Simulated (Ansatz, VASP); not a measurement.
Two plane-wave programs on PbS

```
Pb S
1.0
     0.00000    3.08998    3.08998
     3.08998    0.00000    3.08998
     3.08998    3.08998    0.00000
Pb S
1 1
Cartesian
  3.0900 3.0900 3.0900
  0.0000 0.0000 0.0000
```

Alike in both runs: task single point; functional BLYP; k mesh 8 × 8 × 8; occupations gaussian, width 0.05 eV; no spin polarisation.

|  | VASP | Ansatz |
| --- | --- | --- |
| version | VASP 6.6.1 | Ansatz 0.2.0 |
| potentials or method | VASP PAW PBE potentials, release 64 (Pb_d, S), cutoff 520 eV | scalar-relativistic, plane waves, PAW |
| valence electrons in the cell | 20 | 20 |

|  | VASP | Ansatz | Ansatz less VASP |
| --- | --- | --- | --- |
| gap on the k mesh at the Fermi level (eV) | 0.81 | 0.82 | +0.013 |
| least direct gap on the mesh (eV) | 0.81 | 0.82 | +0.013 |
| pressure (GPa) | -0.9 | -0.9 | -0.03 |

VASP's potentials were made for PBE, not for BLYP. The functional is the same, so the differences come from potentials, cutoffs and numerics.

Spin-orbit coupling is off throughout.
